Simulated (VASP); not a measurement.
# RbP2 (Fm-3m) in VASP: a series of runs

Runs on RbP2. Level: PBE. Tasks: relaxation of cell and atoms, single point.

Program: VASP 6.6.1. These are calculated values, not measurements. Logs are shortened: lines on timing, memory, paths and dates and some standing lists are left out, and cuts for length are marked.

### Step 1. The cell of the first run

Symmetry: Fm-3m, No. 225, cubic system. The conventional cell has a = 6.662 Å, b = 6.662 Å, c = 6.662 Å, α = 90.00°, β = 90.00°, γ = 90.00°. Within 3.8 Å of Rb (site symmetry m-3m) lie 8 P at 2.88 Å. Within 3.8 Å of P (site symmetry -43m) lie 4 Rb at 2.88 Å and 6 P at 3.33 Å.

### Step 2. Relaxation of cell and atoms, PBE

Contents of INCAR:

```
SYSTEM = RbP2
PREC = Accurate
ENCUT = 600
EDIFF = 1E-6
ISMEAR = 0
SIGMA = 0.1
LREAL = .False.
LASPH = .True.
NELM = 80
ALGO = Normal
ISIF = 3
LWAVE = .False.
LCHARG = .False.
GGA = PE
IBRION = 2
NSW = 90
EDIFFG = -0.04
```

Contents of KPOINTS:

```
regular mesh
0
Gamma
  4 4 4
  0 0 0
```

Contents of POSCAR:

```
RbP2
1.0
    0.0000000000      3.3309169290      3.3309169290
    3.3309169290      0.0000000000      3.3309169290
    3.3309169290      3.3309169290      0.0000000000
Rb P
1 2
Direct
    0.0000000000      0.0000000000      0.0000000000
    0.2500000000      0.2500000000      0.2500000000
    0.7500000000      0.7500000000      0.7500000000
```

Potentials or basis: VASP PAW PBE potentials, release 64 (Rb_sv, P).

On the command line:

```console
$ cat potpaw_PBE.64/Rb_sv/POTCAR potpaw_PBE.64/P/POTCAR > POTCAR
$ mpirun -np 1 vasp_std > vasp.out
```

OUTCAR:

```text
SYSTEM = RbP2
   PREC = Accurate
   ENCUT = 600
   EDIFF = 1E-6
   ISMEAR = 0
   LREAL = .False.
   LASPH = .True.
   NELM = 80
   ISIF = 3
   GGA = PE
   IBRION = 2
   NSW = 90
   EDIFFG = -0.04

 ion  position               nearest neighbor table
   1  0.000  0.000  0.000-   3 2.88   3 2.88   3 2.88   2 2.88   2 2.88   2 2.88   3 2.88   2 2.88

   2  0.250  0.250  0.250-   1 2.88   1 2.88   1 2.88   1 2.88
   3  0.750  0.750  0.750-   1 2.88   1 2.88   1 2.88   1 2.88

  LATTYP: Found a face centered cubic cell.
 ALAT       =     6.6618338580

  Lattice vectors:

 A1 = (   0.0000000000,   3.3309169290,   3.3309169290)
 A2 = (   3.3309169290,   0.0000000000,   3.3309169290)
 A3 = (   3.3309169290,   3.3309169290,   0.0000000000)

Analysis of symmetry for initial positions (statically):
=====================================================================
 Subroutine PRICEL returns:
 Original cell was already a primitive cell.

 Routine SETGRP: Setting up the symmetry group for a
 face centered cubic supercell.

 Subroutine GETGRP returns: Found 48 space group operations
 (whereof 48 operations were pure point group operations)
 out of a pool of 48 trial point group operations.

The static configuration has the point symmetry O_h .

Analysis of symmetry for dynamics (positions and initial velocities):
=====================================================================
 Subroutine PRICEL returns:
 Original cell was already a primitive cell.

 Routine SETGRP: Setting up the symmetry group for a
 face centered cubic supercell.

 Subroutine GETGRP returns: Found 48 space group operations
 (whereof 48 operations were pure point group operations)
 out of a pool of 48 trial point group operations.

The dynamic configuration has the point symmetry O_h .

 Subroutine INISYM returns: Found 48 space group operations
 (whereof 48 operations are pure point group operations),
 and found     1 'primitive' translations

----------------------------------------------------------------------------------------

                                     Primitive cell

  volume of cell :      73.9131

  direct lattice vectors                    reciprocal lattice vectors
     0.000000000  3.330916929  3.330916929    -0.150108817  0.150108817  0.150108817
     3.330916929  0.000000000  3.330916929     0.150108817 -0.150108817  0.150108817
     3.330916929  3.330916929  0.000000000     0.150108817  0.150108817 -0.150108817

  length of vectors
     4.710627896  4.710627896  4.710627896     0.259996098  0.259996098  0.259996098

  position of ions in fractional coordinates (direct lattice)
     0.000000000  0.000000000  0.000000000
     0.250000000  0.250000000  0.250000000
     0.750000000  0.750000000  0.750000000

  ion indices of the primitive-cell ions
   primitive index   ion index
                 1           1
                 2           2
                 3           3

----------------------------------------------------------------------------------------

 KPOINTS: regular mesh

Automatic generation of k-mesh.
 Grid dimensions read from file:
 generate k-points for:    4    4    4

 Generating k-lattice:

  Cartesian coordinates                     Fractional coordinates (reciprocal lattice)
    -0.037527204  0.037527204  0.037527204     0.250000000  0.000000000  0.000000000
     0.037527204 -0.037527204  0.037527204     0.000000000  0.250000000  0.000000000
     0.037527204  0.037527204 -0.037527204     0.000000000  0.000000000  0.250000000

  Length of vectors
     0.064999024  0.064999024  0.064999024

  Shift w.r.t. Gamma in fractional coordinates (k-lattice)
     0.000000000  0.000000000  0.000000000

 Subroutine IBZKPT returns following result:
 ===========================================

 Found      8 irreducible k-points:

 Following reciprocal coordinates:
            Coordinates               Weight
  0.000000  0.000000  0.000000      1.000000
  0.250000  0.000000  0.000000      8.000000
  0.500000  0.000000  0.000000      4.000000
  0.250000  0.250000  0.000000      6.000000
  0.500000  0.250000  0.000000     24.000000
 -0.250000  0.250000  0.000000     12.000000
  0.500000  0.500000  0.000000      3.000000
 -0.250000  0.500000  0.250000      6.000000
   k-points           NKPTS =      8   k-points in BZ     NKDIM =      8   number of bands    NBANDS=     13
   number of dos      NEDOS =    301   number of ions     NIONS =      3
   total plane-waves  NPLWV =  64000
   dimension x,y,z NGX =    40 NGY =   40 NGZ =   40
   dimension x,y,z NGXF=    80 NGYF=   80 NGZF=   80
   ions per type =               1   2
   NGX,Y,Z   is equivalent  to a cutoff of  14.12, 14.12, 14.12 a.u.
   NGXF,Y,Z  is equivalent  to a cutoff of  28.23, 28.23, 28.23 a.u.
 SYSTEM =  RbP2
   PREC   = accura    normal or accurate (medium, high low for compatibility)
   ISTART =      0    job   : 0-new  1-cont  2-samecut
   ICHARG =      2    charge: 1-file 2-atom 10-const
   ISPIN  =      1    spin polarized calculation?
   LNONCOLLINEAR =      F non collinear calculations
   LSORBIT =      F    spin-orbit coupling
   LASPH  =      T    aspherical Exc in radial PAW
   ENCUT  =  600.0 eV  44.10 Ry    6.64 a.u.   9.41  9.41  9.41*2*pi/ulx,y,z
   NELM   =     80;   NELMIN=  2; NELMDL= -5     # of ELM steps
   EDIFF  = 0.1E-05   stopping-criterion for ELM
   LREAL  =      F    real-space projection
   EDIFFG = -.4E-01   stopping-criterion for IOM
   NSW    =     90    number of steps for IOM
   IBRION =      2    ionic relax: 0-MD 1-quasi-New 2-CG
   NFREE  =      1    steps in history (QN), initial steepest desc. (CG)
   ISIF   =      3    stress and relaxation
   ISYM   =      2    0-nonsym 1-usesym 2-fastsym
   POTIM  = 0.5000    time-step for ionic-motion
   TEBEG  =    0.0;   TEEND  =   0.0 temperature during run
   PSTRESS=    0.0 pullay stress
   NELECT =      19.0000    total number of electrons
   NUPDOWN=      -1.0000    fix difference up-down
   EMIN   =  10.00;   EMAX   =-10.00  energy-range for DOS
   EFERMI =   0.00;   METHOD = LEGACY
   ISMEAR =     0;   SIGMA  =   0.10  broadening in eV -4-tet -1-fermi 0-gaus
   EFERMI_NEDOS =   21; number of points for ismear=-14 and -15
   IALGO  =     38    algorithm
   IMIX   =      4    mixing-type and parameters
     AMIX     =   0.40;   BMIX     =  1.00
     AMIX_MAG =   1.60;   BMIX_MAG =  1.00
  volume/ion in A,a.u.               =      24.64       166.26
  Fermi-wavevector in a.u.,A,eV,Ry     =   1.040924  1.967061 14.742214  1.083522
  Thomas-Fermi vector in A             =   2.175521
   LORBIT       =      0    0 simple, 1 ext, 2 COOP (PROOUT), +10 PAW based schemes
   GGA     = PE    functional components
   LHFCALC =     F    Hartree Fock is set to
   AEXX    =    0.0000 exact exchange contribution
   IVDW    =     0    specifies the selected vdW correction
   LEPSILON=     F    determine dielectric tensor
   LRPA    =     F    only Hartree local field effects (RPA)
 conjugate gradient relaxation of ions
 non-spin polarized calculation
 Gauss-broadening in eV      SIGMA  =   0.10
  energy-cutoff  :      600.00
  volume of cell :       73.91
 maximum number of plane-waves:      2488
 NGX is ok and might be reduce to    40
   NGX = 19   NGY = 19   NGZ = 19

--------------------------------------- Ionic step        1  -------------------------------------------

 number of electron      19.0000000 magnetization

 Free energy of the ion-electron system (eV)
  ---------------------------------------------------
  ext. energy  EPLUGINS =         0.00000000
  ---------------------------------------------------
  free energy    TOTEN  =        -7.43876380 eV

  energy without entropy =       -7.42806078  energy(sigma->0) =       -7.43341229

 E-fermi :   2.9582     XC(G=0):  -9.2123

 val. band max:        2.5861679221   @ k =  -0.2500   0.5000   0.2500
 cond. band min:       2.9800538491   @ k =   0.5000   0.0000   0.0000
 fundamental gap:      0.3938859270
 Fermi energy:         2.9581647016

 k-point     1 :       0.0000    0.0000    0.0000
  band No.  band energies     occupation
      1     -22.8288      2.00000
      2      -7.5479      2.00000
      3      -7.2215      2.00000
      4      -7.2215      2.00000
      5      -7.2215      2.00000
      6      -4.8246      2.00000
      7       0.5743      2.00000
      8       0.5743      2.00000
      9       0.5743      2.00000
     10       4.2438      0.00000
     11       4.2438      0.00000
     12       4.2438      0.00000
     13       7.5441      0.00000

 k-point     2 :       0.2500    0.0000    0.0000
  band No.  band energies     occupation
      1     -22.8125      2.00000
      2      -8.4371      2.00000
      3      -7.2772      2.00000
      4      -7.2772      2.00000
      5      -6.2854      2.00000
      6      -5.0353      2.00000
      7       0.9583      2.00000
      8       0.9583      2.00000
      9       1.6555      2.00000
     10       3.3300      0.00000
     11       3.4573      0.00000
     12       3.4573      0.00000
     13       8.9505      0.00000
[... 181 lines left out ...]
 VOLUME and BASIS-vectors are now :
 -----------------------------------------------------------------------------
  energy-cutoff  :      600.00
  volume of cell :       92.34
      direct lattice vectors                 reciprocal lattice vectors
    -0.000000000  3.587405512  3.587405512    -0.139376493  0.139376493  0.139376493
     3.587405512 -0.000000000  3.587405512     0.139376493 -0.139376493  0.139376493
     3.587405512  3.587405512 -0.000000000     0.139376493  0.139376493 -0.139376493

 POSITION                                       TOTAL-FORCE (eV/Angst)
 -----------------------------------------------------------------------------------
     -0.00000      0.00000      0.00000        -0.000000     -0.000000      0.000000
      1.79370      1.79370      1.79370         0.000000      0.000000      0.000000
      5.38111      5.38111      5.38111        -0.000000     -0.000000     -0.000000
 -----------------------------------------------------------------------------------
    total drift:                               -0.000000      0.000000      0.000000

  FREE ENERGIE OF THE ION-ELECTRON SYSTEM (eV)
  ---------------------------------------------------
  free  energy   TOTEN  =        -7.7589843761 eV

  energy  without entropy=       -7.7472318842  energy(sigma->0) =       -7.75310813

--------------------------------------- Ionic step        4  -------------------------------------------

 number of electron      19.0000001 magnetization

 Free energy of the ion-electron system (eV)
  ---------------------------------------------------
  ext. energy  EPLUGINS =         0.00000000
  ---------------------------------------------------
  free energy    TOTEN  =        -7.76057852 eV

  energy without entropy =       -7.74894873  energy(sigma->0) =       -7.75476362

 E-fermi :   1.2935     XC(G=0):  -8.3392

 val. band max:        1.0715491315   @ k =  -0.2500   0.5000   0.2500
 cond. band min:       1.3244908395   @ k =   0.5000   0.0000   0.0000
 fundamental gap:      0.2529417080
 Fermi energy:         1.2934745111

 k-point     1 :       0.0000    0.0000    0.0000
  band No.  band energies     occupation
      1     -24.1812      2.00000
      2      -8.4716      2.00000
      3      -8.4716      2.00000
      4      -8.4716      2.00000
      5      -8.4601      2.00000
      6      -6.5873      2.00000
      7      -0.3279      2.00000
      8      -0.3279      2.00000
      9      -0.3279      2.00000
     10       2.3913      0.00000
     11       2.3913      0.00000
     12       2.3913      0.00000
     13       6.4767      0.00000

 k-point     2 :       0.2500    0.0000    0.0000
  band No.  band energies     occupation
      1     -24.1757      2.00000
      2      -9.2015      2.00000
      3      -8.4983      2.00000
      4      -8.4983      2.00000
      5      -7.6068      2.00000
      6      -6.7493      2.00000
      7      -0.0361      2.00000
      8      -0.0361      2.00000
      9       0.3334      2.00000
     10       1.5795      0.00005
     11       1.8350      0.00000
     12       1.8350      0.00000
     13       7.4213      0.00000
[... 107 lines left out ...]
 VOLUME and BASIS-vectors are now :
 -----------------------------------------------------------------------------
  energy-cutoff  :      600.00
  volume of cell :       90.98
      direct lattice vectors                 reciprocal lattice vectors
    -0.000000000  3.569763198  3.569763198    -0.140065313  0.140065313  0.140065313
     3.569763198 -0.000000000  3.569763198     0.140065313 -0.140065313  0.140065313
     3.569763198  3.569763198 -0.000000000     0.140065313  0.140065313 -0.140065313

 POSITION                                       TOTAL-FORCE (eV/Angst)
 -----------------------------------------------------------------------------------
      0.00000      0.00000      0.00000         0.000000      0.000000      0.000000
      1.78488      1.78488      1.78488         0.000000      0.000000      0.000000
      5.35464      5.35464      5.35464        -0.000000     -0.000000     -0.000000
 -----------------------------------------------------------------------------------
    total drift:                               -0.000000      0.000000      0.000000

  FREE ENERGIE OF THE ION-ELECTRON SYSTEM (eV)
  ---------------------------------------------------
  free  energy   TOTEN  =        -7.7605785167 eV

  energy  without entropy=       -7.7489487324  energy(sigma->0) =       -7.75476362

 reached required accuracy - stopping structural energy minimisation
```

Run time: 57 s. Hardware: 1 thread of Intel Xeon Platinum 8488C (Sapphire Rapids), shared host; peak memory 0.24 GiB.

Results:

- Free energy: -7.7606 eV
- Relaxed volume: 30.33 Å³/atom
- Relaxed cell: a = 5.048 Å, b = 5.048 Å, c = 5.048 Å, α = 60.00°, β = 60.00°, γ = 60.00°
- Space group after relaxing (to 0.05 Å): Fm-3m (No. 225)
- Energy gained by relaxing: 107.3 meV/atom
- Ionic steps: 4
- Pressure after relaxing: 0.0 GPa

The path:
```tsv
step	energy change (eV)	largest force (eV/Å)	pressure (GPa)	volume (Å³)
1	0.0000	0.0000	7.33	73.91
2	-0.3068	0.0000	1.21	86.64
3	-0.3202	0.0000	-0.35	92.34
4	-0.3218	0.0000	-0.05	90.98
```

Final structure:
```
Rb P
1.0
     0.00000    3.56976    3.56976
     3.56976    0.00000    3.56976
     3.56976    3.56976    0.00000
Rb P
1 2
Direct
  0.00000 0.00000 0.00000
  0.25000 0.25000 0.25000
  0.75000 0.75000 0.75000
```

Caveat: the k points lie up to 0.38 Å⁻¹ apart in the final cell; the volume moved by over 15 % at a fixed basis, so the end points are rough.

### Step 3. Single point, PBE

This run uses another cell than the first one, of 30.55 Å³/atom, 1.240 times its volume.

Contents of INCAR:

```
  ALGO = Normal
  EDIFF = 1E-6
  ENCUT = 520
  GGA = PE
  ISIF = 2
  ISMEAR = 0
  LASPH = T
  LCHARG = F
  LREAL = F
  LWAVE = F
  NBANDS = 16
  NELM = 100
  PREC = Accurate
  SIGMA = 0.1
```

Contents of KPOINTS:

```
k-points
0
Gamma
  12 12 12
```

Contents of POSCAR:

```
RbP2
1.0
    0.0000000000      3.5784389049      3.5784389049
    3.5784389049      0.0000000000      3.5784389049
    3.5784389049      3.5784389049      0.0000000000
Rb P
1 2
Direct
    0.0000000000      0.0000000000      0.0000000000
    0.2500000000      0.2500000000      0.2500000000
    0.7500000000      0.7500000000      0.7500000000
```

Potentials or basis: VASP PAW PBE potentials, release 64 (Rb_sv, P).

On the command line:

```console
$ cat potpaw_PBE.64/Rb_sv/POTCAR potpaw_PBE.64/P/POTCAR > POTCAR
$ mpirun -np 1 vasp_std > vasp.out
```

OUTCAR:

```text
EDIFF = 1E-6
   ENCUT = 520
   GGA = PE
   ISIF = 2
   ISMEAR = 0
   LASPH = T
   LREAL = F
   NELM = 100
   PREC = Accurate

 ion  position               nearest neighbor table
   1  0.000  0.000  0.000-   3 3.10   3 3.10   3 3.10   2 3.10   2 3.10   2 3.10   3 3.10   2 3.10

   2  0.250  0.250  0.250-   1 3.10   1 3.10   1 3.10   1 3.10
   3  0.750  0.750  0.750-   1 3.10   1 3.10   1 3.10   1 3.10

  LATTYP: Found a face centered cubic cell.
[... 651 lines left out ...]

  FORCE on cell =-STRESS in cart. coord.  units (eV):
  Direction    XX          YY          ZZ          XY          YZ          ZX
  --------------------------------------------------------------------------------------
  -------------------------------------------------------------------------------------
  Total        0.0370371      0.0370371      0.0370371     -0.0000000      0.0000000      0.0000000
  in kB        0.6474961      0.6474961      0.6474961     -0.0000000      0.0000000      0.0000000
  external PRESSURE =       0.6474961 kB  Pullay stress =       0.0000000 kB

 VOLUME and BASIS-vectors are now :
 -----------------------------------------------------------------------------
  energy-cutoff  :      520.00
  volume of cell :       91.65
      direct lattice vectors                 reciprocal lattice vectors
     0.000000000  3.578438905  3.578438905    -0.139725733  0.139725733  0.139725733
     3.578438905  0.000000000  3.578438905     0.139725733 -0.139725733  0.139725733
     3.578438905  3.578438905  0.000000000     0.139725733  0.139725733 -0.139725733

 POSITION                                       TOTAL-FORCE (eV/Angst)
 -----------------------------------------------------------------------------------
      0.00000      0.00000      0.00000         0.000000      0.000000     -0.000000
      1.78922      1.78922      1.78922        -0.000000     -0.000000     -0.000000
      5.36766      5.36766      5.36766         0.000000      0.000000      0.000000
 -----------------------------------------------------------------------------------
    total drift:                               -0.000000      0.000000      0.000000

  FREE ENERGIE OF THE ION-ELECTRON SYSTEM (eV)
  ---------------------------------------------------
  free  energy   TOTEN  =        -7.7217806819 eV

  energy  without entropy=       -7.7067592508  energy(sigma->0) =       -7.71426997
```

Wall time 2.2 min (1 thread of Intel Xeon Platinum 8488C (Sapphire Rapids), shared host); peak memory 0.29 GiB.

What came out:

```yaml
Free_energy: -7.7218 eV
Pressure: 0.1 GPa
```

Levels at points of the mesh, in eV from the Fermi level:
| k point | band 5 | band 6 | band 7 | band 8 | band 9 | band 10 | band 11 | band 12 | band 13 | band 14 |
| --- | --- | --- | --- | --- | --- | --- | --- | --- | --- | --- |
| (0.00, 0.00, 0.00) | -9.72 | -7.87 | -1.59 | -1.59 | -1.59 | 1.10 | 1.10 | 1.10 | 5.21 | 5.21 |
| (0.50, 0.00, 0.00) | -8.93 | -7.69 | -0.91 | -0.91 | -0.47 | -0.38 | 0.04 | 0.04 | 6.46 | 6.46 |
| (0.50, 0.50, 0.00) | -8.58 | -7.66 | -2.52 | -1.06 | -1.06 | 1.02 | 1.02 | 1.68 | 4.51 | 7.45 |
